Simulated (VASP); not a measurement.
AlN: vibrations by perturbation theory with PBEsol

The system is AlN.

```
Al N
1.0
     2.14128    2.14128    0.00000
    -2.14128    2.14128    0.00000
     0.00000    2.14128    2.14128
Al N
1 1
Direct
  0.00000 0.00000 0.00000
  0.25000 0.75000 0.50000
```

| Quantity | Value |
| --- | --- |
| Program | VASP 6.6.1 |
| Task | vibrations by perturbation theory |
| Functional | PBEsol |
| Potentials or basis | VASP PAW PBE potentials, release 64 (Al, N) |
| Cutoff | 520 eV |
| k mesh | 10 × 10 × 10 |
| Occupations | gaussian, width 0.01 eV |
| Spin | no spin polarisation |
| Dipole correction | no |
| Further INCAR settings | ALGO = Normal; EDIFF = 1e-08; IBRION = 8; NSW = 1 |

The highest phonon frequency at Γ, LO-TO splitting left out is 716 cm⁻¹.

Phonon frequencies in cm⁻¹ (negative: imaginary):
| q point | frequencies |
| --- | --- |
| (0.000, 0.000, 0.000) | 0 0 0 716 716 716 |

It took 51 s on 1 thread of Intel Xeon 8259CL (shared host), peak memory 0.19 GiB.

Caveat: the cell stands under pressure or tension, which shifts response properties.
